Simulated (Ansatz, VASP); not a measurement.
Co, level by level in two programs

```xyz
2
Lattice="2.4720 0.0000 0.0000 -1.2360 2.1408 0.0000 0.0000 0.0000 4.0211" Properties=species:S:1:pos:R:3 pbc="T T T"
Co    1.2360    0.7136    3.0159
Co    0.0000    1.4272    1.0053
```

Single points on this cell with VASP 6.6.1 and Ansatz 0.2.0. Each row is one pair of runs. Alike in all rows: spin: collinear, ferromagnetic start; k mesh: 12 × 12 × 7; VASP's potentials, cutoff: VASP PAW PBE potentials, release 64 (Co), 520 eV.

| level | smearing | Ansatz's potentials, cutoff | gap on the k mesh at the Fermi level (eV), VASP | gap on the k mesh at the Fermi level (eV), Ansatz | pressure (GPa), VASP | pressure (GPa), Ansatz | net moment per atom (μB), VASP | net moment per atom (μB), Ansatz |
| --- | --- | --- | --- | --- | --- | --- | --- | --- |
| PBE | fermi-dirac, width 0.05 eV | PseudoDojo standard (PBE files), 1306 eV | none | none | 3.9 | 5.2 | 1.60 | 1.63 |
| PBE | fermi-dirac, width 0.05 eV | Ansatz PAW, 420 eV | none | none | 3.9 | 4.7 | 1.60 | 1.60 |
| PBE | fermi-dirac, width 0.05 eV | Ansatz PAW earlier set, 1000 eV | none | none | 3.9 | 4.6 | 1.60 | 1.61 |
| PBE | fermi-dirac, width 0.05 eV | JTH PAW, 1320 eV | none | none | 3.9 | 5.0 | 1.60 | 1.60 |
| PBE | fermi-dirac, width 0.05 eV | SPMS NC, 844 eV | none | none | 3.9 | 4.8 | 1.60 | 1.61 |
| PBE | fermi-dirac, width 0.05 eV | PseudoDojo stringent (PBE files), 1415 eV | none | none | 3.9 | 4.9 | 1.60 | 1.61 |
| PBEsol | gaussian, width 0.02 eV | Ansatz PAW, 420 eV | none | none | -6.6 | -5.8 | 1.59 | 1.60 |
| PBE | gaussian, width 0.1 eV | Ansatz PAW, 420 eV | none | none | 3.9 | 4.8 | 1.60 | 1.61 |

Pressure (GPa): the two programs differ by at most 1.34; net moment per atom (μB): the two programs differ by at most 0.028.

VASP's potentials hold 18 valence electrons a cell and Ansatz's 34, so a difference there can come from the potentials and not from the codes.

A gap of «none» marks a metal or a gap that the smearing closes.
